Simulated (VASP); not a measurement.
# Pt (P6_3/mmc) in VASP: a series of runs

The runs below take Pt through single point, with PBEsol.

All numbers are computed with VASP 6.6.1; they aren't measurements. Logs are shortened: lines on timing, memory, paths and dates and some standing lists are left out, and cuts for length are marked.

## (1) The cell of the first run

The structure is hexagonal, space group P6_3/mmc (No. 194). The conventional cell has a = 2.624 Å, b = 2.624 Å, c = 4.468 Å, α = 90.00°, β = 90.00°, γ = 120.00°. Pt (site symmetry -6m2) has 12 Pt at 2.62 to 2.70 Å within 3.5 Å.

This isn't the form of Pt at room conditions, which is fcc.

## (2) Single point, PBEsol (13.32 Å³/atom)

Input file INCAR:

```
PREC = Accurate
ENCUT = 520
EDIFF = 1E-7
ISMEAR = 0
SIGMA = 0.1
LREAL = False
LASPH = True
NELM = 80
ALGO = Normal
ISIF = 2
LWAVE = False
LCHARG = True
GGA = PS
LELF = True
LVHAR = True
NBANDS = 17
```

Input file KPOINTS:

```
regular mesh
0
Gamma
  18 18 10
```

Input file POSCAR:

```
Pt
1.0
    2.6238735556      0.0000000000      0.0000000000
   -1.3119367778      2.2723411555      0.0000000000
    0.0000000000      0.0000000000      4.4679695951
Pt
2
Direct
    0.6666666667      0.3333333333      0.7500000000
    0.3333333333      0.6666666667      0.2500000000
```

Potentials or basis: VASP PAW PBE potentials, release 64 (Pt).

On the command line:

```
$ cat potpaw_PBE.64/Pt/POTCAR > POTCAR
$ mpirun -np 1 vasp_std > vasp.out
```

OUTCAR:

```text
PREC = Accurate
   ENCUT = 520
   EDIFF = 1E-7
   ISMEAR = 0
   LREAL = False
   LASPH = True
   NELM = 80
   ISIF = 2
   GGA = PS

 ion  position               nearest neighbor table
   1  0.667  0.333  0.750-   2 2.70   2 2.70   2 2.70   2 2.70   2 2.70   2 2.70
   2  0.333  0.667  0.250-   1 2.70   1 2.70   1 2.70   1 2.70   1 2.70   1 2.70

  LATTYP: Found a hexagonal cell.
 ALAT       =     2.6238735556
 C/A-ratio  =     1.7028143698

  Lattice vectors:

 A1 = (   2.6238735556,   0.0000000000,   0.0000000000)
 A2 = (  -1.3119367778,   2.2723411555,   0.0000000000)
 A3 = (   0.0000000000,   0.0000000000,   4.4679695951)

Analysis of symmetry for initial positions (statically):
=====================================================================
 Subroutine PRICEL returns:
 Original cell was already a primitive cell.

 Routine SETGRP: Setting up the symmetry group for a
 hexagonal supercell.

 Subroutine GETGRP returns: Found 24 space group operations
 (whereof 12 operations were pure point group operations)
 out of a pool of 24 trial point group operations.

The static configuration has the point symmetry D_3d.
 The point group associated with its full space group is D_6h.

Analysis of symmetry for dynamics (positions and initial velocities):
=====================================================================
 Subroutine PRICEL returns:
 Original cell was already a primitive cell.

 Routine SETGRP: Setting up the symmetry group for a
 hexagonal supercell.

 Subroutine GETGRP returns: Found 24 space group operations
 (whereof 12 operations were pure point group operations)
 out of a pool of 24 trial point group operations.

The dynamic configuration has the point symmetry D_3d.
 The point group associated with its full space group is D_6h.

 Subroutine INISYM returns: Found 24 space group operations
 (whereof 12 operations are pure point group operations),
 and found     1 'primitive' translations

----------------------------------------------------------------------------------------

                                     Primitive cell

  volume of cell :      26.6395

  direct lattice vectors                    reciprocal lattice vectors
     2.623873556  0.000000000  0.000000000     0.381115926  0.220037382  0.000000000
    -1.311936778  2.272341155  0.000000000     0.000000000  0.440074765  0.000000000
     0.000000000  0.000000000  4.467969595     0.000000000  0.000000000  0.223815310

  length of vectors
     2.623873556  2.623873556  4.467969595     0.440074765  0.440074765  0.223815310

  position of ions in fractional coordinates (direct lattice)
     0.666666667  0.333333333  0.750000000
     0.333333333  0.666666667  0.250000000

  ion indices of the primitive-cell ions
   primitive index   ion index
                 1           1
                 2           2

----------------------------------------------------------------------------------------

 KPOINTS: regular mesh

Automatic generation of k-mesh.
 Grid dimensions read from file:
 generate k-points for:   18   18   10

 Generating k-lattice:

  Cartesian coordinates                     Fractional coordinates (reciprocal lattice)
     0.021173107  0.012224299  0.000000000     0.055555556  0.000000000  0.000000000
     0.000000000  0.024448598  0.000000000     0.000000000  0.055555556  0.000000000
     0.000000000  0.000000000  0.022381531     0.000000000  0.000000000  0.100000000

  Length of vectors
     0.024448598  0.024448598  0.022381531

  Shift w.r.t. Gamma in fractional coordinates (k-lattice)
     0.000000000  0.000000000  0.000000000

 Subroutine IBZKPT returns following result:
 ===========================================

 Found    222 irreducible k-points:

 Following reciprocal coordinates:
            Coordinates               Weight
  0.000000  0.000000  0.000000      1.000000
  0.055556  0.000000  0.000000      6.000000
  0.111111  0.000000  0.000000      6.000000
  0.166667  0.000000  0.000000      6.000000
  0.222222  0.000000  0.000000      6.000000
  0.277778  0.000000  0.000000      6.000000
[... 16 lines left out ...]
  0.333333  0.111111  0.000000     12.000000
  0.388889  0.111111  0.000000     12.000000
 [... further k-points ...]
   k-points           NKPTS =    222   k-points in BZ     NKDIM =    222   number of bands    NBANDS=     17
   number of dos      NEDOS =    301   number of ions     NIONS =      2
   total plane-waves  NPLWV =  14400
   dimension x,y,z NGX =    20 NGY =   20 NGZ =   36
   dimension x,y,z NGXF=    40 NGYF=   40 NGZF=   72
   ions per type =               2
   NGX,Y,Z   is equivalent  to a cutoff of  12.67, 12.67, 13.40 a.u.
   NGXF,Y,Z  is equivalent  to a cutoff of  25.34, 25.34, 26.79 a.u.
 SYSTEM =  unknown system
   PREC   = accura    normal or accurate (medium, high low for compatibility)
   ISTART =      0    job   : 0-new  1-cont  2-samecut
   ICHARG =      2    charge: 1-file 2-atom 10-const
   ISPIN  =      1    spin polarized calculation?
   LNONCOLLINEAR =      F non collinear calculations
   LSORBIT =      F    spin-orbit coupling
   LASPH  =      T    aspherical Exc in radial PAW
   ENCUT  =  520.0 eV  38.22 Ry    6.18 a.u.   4.88  4.88  8.31*2*pi/ulx,y,z
   NELM   =     80;   NELMIN=  2; NELMDL= -5     # of ELM steps
   EDIFF  = 0.1E-06   stopping-criterion for ELM
   LREAL  =      F    real-space projection
   EDIFFG = 0.1E-05   stopping-criterion for IOM
   NSW    =      0    number of steps for IOM
   IBRION =     -1    ionic relax: 0-MD 1-quasi-New 2-CG
   NFREE  =      0    steps in history (QN), initial steepest desc. (CG)
   ISIF   =      2    stress and relaxation
   ISYM   =      2    0-nonsym 1-usesym 2-fastsym
   POTIM  = 0.5000    time-step for ionic-motion
   TEBEG  =    0.0;   TEEND  =   0.0 temperature during run
   PSTRESS=    0.0 pullay stress
   NELECT =      20.0000    total number of electrons
   NUPDOWN=      -1.0000    fix difference up-down
   EMIN   =  10.00;   EMAX   =-10.00  energy-range for DOS
   EFERMI =   0.00;   METHOD = LEGACY
   ISMEAR =     0;   SIGMA  =   0.10  broadening in eV -4-tet -1-fermi 0-gaus
   EFERMI_NEDOS =   21; number of points for ismear=-14 and -15
   IALGO  =     38    algorithm
   IMIX   =      4    mixing-type and parameters
     AMIX     =   0.40;   BMIX     =  1.00
     AMIX_MAG =   1.60;   BMIX_MAG =  1.00
  volume/ion in A,a.u.               =      13.32        89.89
  Fermi-wavevector in a.u.,A,eV,Ry     =   1.487908  2.811738 30.121515  2.213869
  Thomas-Fermi vector in A             =   2.601009
   LORBIT       =      0    0 simple, 1 ext, 2 COOP (PROOUT), +10 PAW based schemes
   GGA     = PS    functional components
   LHFCALC =     F    Hartree Fock is set to
   AEXX    =    0.0000 exact exchange contribution
   IVDW    =     0    specifies the selected vdW correction
   LEPSILON=     F    determine dielectric tensor
   LRPA    =     F    only Hartree local field effects (RPA)
 non-spin polarized calculation
 Gauss-broadening in eV      SIGMA  =   0.10
  energy-cutoff  :      520.00
  volume of cell :       26.64
 maximum number of plane-waves:       741
 NGX is ok and might be reduce to    20
   NGX =  9   NGY =  9   NGZ = 17

 number of electron      20.0000000 magnetization

 Free energy of the ion-electron system (eV)
  ---------------------------------------------------
  ext. energy  EPLUGINS =         0.00000000
  ---------------------------------------------------
  free energy    TOTEN  =       -13.31502101 eV

  energy without entropy =      -13.29879949  energy(sigma->0) =      -13.30691025

 E-fermi :  13.6325     XC(G=0): -14.3693

 val. band max:       13.6241761318   @ k =   0.3333   0.1667   0.0000
 cond. band min:      13.6333989481   @ k =   0.0556   0.0000   0.2000
 fundamental gap:      0.0092228163
 Fermi energy:        13.6325089527

 k-point     1 :       0.0000    0.0000    0.0000
  band No.  band energies     occupation
      1       1.8804      2.00000
      2       4.7394      2.00000
      3       8.6037      2.00000
      4       9.1239      2.00000
      5       9.1239      2.00000
      6       9.6596      2.00000
[... 9 lines left out ...]
     16      30.8766      0.00000
     17      36.2403      0.00000

 k-point     2 :       0.0556    0.0000    0.0000
  band No.  band energies     occupation
      1       2.0115      2.00000
      2       4.8611      2.00000
      3       8.5589      2.00000
      4       9.1430      2.00000
      5       9.2318      2.00000
      6       9.5855      2.00000
[... 9 lines left out ...]
     16      31.1089      0.00000
     17      35.2578      0.00000

 k-point     3 :       0.1111    0.0000    0.0000
  band No.  band energies     occupation
      1       2.3933      2.00000
      2       5.2024      2.00000
      3       8.3811      2.00000
      4       9.2154      2.00000
      5       9.4584      2.00000
      6       9.5507      2.00000
[... 9 lines left out ...]
     16      31.6948      0.00000
     17      33.6214      0.00000

 k-point     4 :       0.1667    0.0000    0.0000
  band No.  band energies     occupation
      1       2.9889      2.00000
      2       5.6713      2.00000
      3       8.1423      2.00000
      4       9.0135      2.00000
      5       9.1626      2.00000
      6       9.7352      2.00000
[... 9 lines left out ...]
     16      31.9448      0.00000
     17      32.4644      0.00000
[... 343 lines left out ...]
      1       5.4540      2.00000
      2       6.2331      2.00000
      3       6.9280      2.00000
      4       8.2134      2.00000
      5       9.1010      2.00000
      6       9.1532      2.00000
[... 9 lines left out ...]
     16      28.8568      0.00000
     17      31.2519      0.00000

 k-point    23 :       0.3333    0.1111    0.0000
  band No.  band energies     occupation
      1       5.7702      2.00000
      2       6.0020      2.00000
      3       6.5346      2.00000
      4       8.7354      2.00000
      5       9.0198      2.00000
      6       9.5903      2.00000
[... 9 lines left out ...]
     16      28.2852      0.00000
     17      29.0163      0.00000

 k-point    24 :       0.3889    0.1111    0.0000
  band No.  band energies     occupation
      1       5.7698      2.00000
      2       5.9439      2.00000
      3       6.2937      2.00000
      4       9.0391      2.00000
      5       9.2809      2.00000
      6       9.3818      2.00000
[... 9 lines left out ...]
     16      27.1991      0.00000
     17      27.9054      0.00000

 [... further k-points ...]

------------------------ aborting loop because EDIFF is reached ----------------------------------------

  FORCE on cell =-STRESS in cart. coord.  units (eV):
  Direction    XX          YY          ZZ          XY          YZ          ZX
  --------------------------------------------------------------------------------------
  -------------------------------------------------------------------------------------
  Total        8.3448954      8.3448954      8.3107127      0.0000000      0.0000000      0.0000000
  in kB      501.8857149    501.8857149    499.8298707      0.0000000      0.0000000      0.0000000
  external PRESSURE =     501.2004335 kB  Pullay stress =       0.0000000 kB

 VOLUME and BASIS-vectors are now :
 -----------------------------------------------------------------------------
  energy-cutoff  :      520.00
  volume of cell :       26.64
      direct lattice vectors                 reciprocal lattice vectors
     2.623873556  0.000000000  0.000000000     0.381115926  0.220037382  0.000000000
    -1.311936778  2.272341155  0.000000000     0.000000000  0.440074765  0.000000000
     0.000000000  0.000000000  4.467969595     0.000000000  0.000000000  0.223815310

 POSITION                                       TOTAL-FORCE (eV/Angst)
 -----------------------------------------------------------------------------------
      1.31194      0.75745      3.35098         0.000000     -0.000000      0.000000
     -0.00000      1.51489      1.11699        -0.000000      0.000000      0.000000
 -----------------------------------------------------------------------------------
    total drift:                               -0.000000      0.000000     -0.000000

  FREE ENERGIE OF THE ION-ELECTRON SYSTEM (eV)
  ---------------------------------------------------
  free  energy   TOTEN  =       -13.3150210149 eV

  energy  without entropy=      -13.2987994851  energy(sigma->0) =      -13.30691025
```

Wall time 32 s (1 thread of Intel Xeon 6975P-C (Granite Rapids), shared host); peak memory 0.21 GiB.

Results:

| Quantity | Value |
| --- | --- |
| Free energy | -13.3150 eV |
| Pressure | 50.1 GPa |
| Band gap on the k mesh | zero (bands 10 and 11 overlap by 1.69 eV) |

Caveat: the cell stands under pressure; the PAW data sets were made with another functional, which shifts forces and pressure a little; spin-orbit coupling is left out, which moves the levels of the heavy elements.

(Part 1 of 2 ends here.)
